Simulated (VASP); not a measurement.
Wanted: the native input for a VASP 6.6.1 run.

```
Task                   : single point
Functional             : PBEsol
Potentials or basis    : VASP PAW PBE potentials, release 64 (B, N)
Cutoff                 : 600 eV
k mesh                 : 6 × 6 × 6
Occupations            : gaussian, width 0.02 eV
Spin                   : no spin polarisation
Dipole correction      : no
Further INCAR settings : ALGO = Normal; EDIFF = 1e-06; NBANDS = 11
```

The structure of BN (km) lies in POSCAR:

```
BN
1.0
    0.0000000000      1.8025552940      1.8025552940
    1.8025552940      0.0000000000      1.8025552940
    1.8025552940      1.8025552940      0.0000000000
B N
1 1
Direct
    0.0000000000      0.0000000000      0.0000000000
    0.2500000000      0.2500000000      0.2500000000
```

The input as run:

INCAR

```
SYSTEM = BN
PREC = Accurate
ENCUT = 600
EDIFF = 1E-6
ISMEAR = 0
SIGMA = 0.02
LREAL = .FALSE.
LASPH = .TRUE.
NELM = 120
ALGO = Normal
ISIF = 2
LWAVE = .FALSE.
LCHARG = .FALSE.
GGA = PS
NBANDS = 11
GGA_COMPAT = .FALSE.
```

KPOINTS

```
regular mesh
0
G
  6 6 6
  0 0 0
```

Potentials or basis: VASP PAW PBE potentials, release 64 (B, N).

Launch:

```console
$ cat potpaw_PBE.64/B/POTCAR potpaw_PBE.64/N/POTCAR > POTCAR
$ mpirun -np 1 vasp_std > vasp.out
```

Results of the run:

| Quantity | Value |
| --- | --- |
| Pressure | 0.6 GPa |
| Band gap on the k mesh | 4.28 eV, indirect (least direct gap 8.80 eV) |

Caveat: the k points lie up to 0.50 Å⁻¹ apart; the PAW data sets were made with another functional, which shifts forces and pressure a little.

It took 2.6 s on 1 thread of Intel(R) Xeon(R) Platinum 8375C CPU @ 2.90GHz (Ice Lake), on a shared host, peak memory 0.12 GiB.
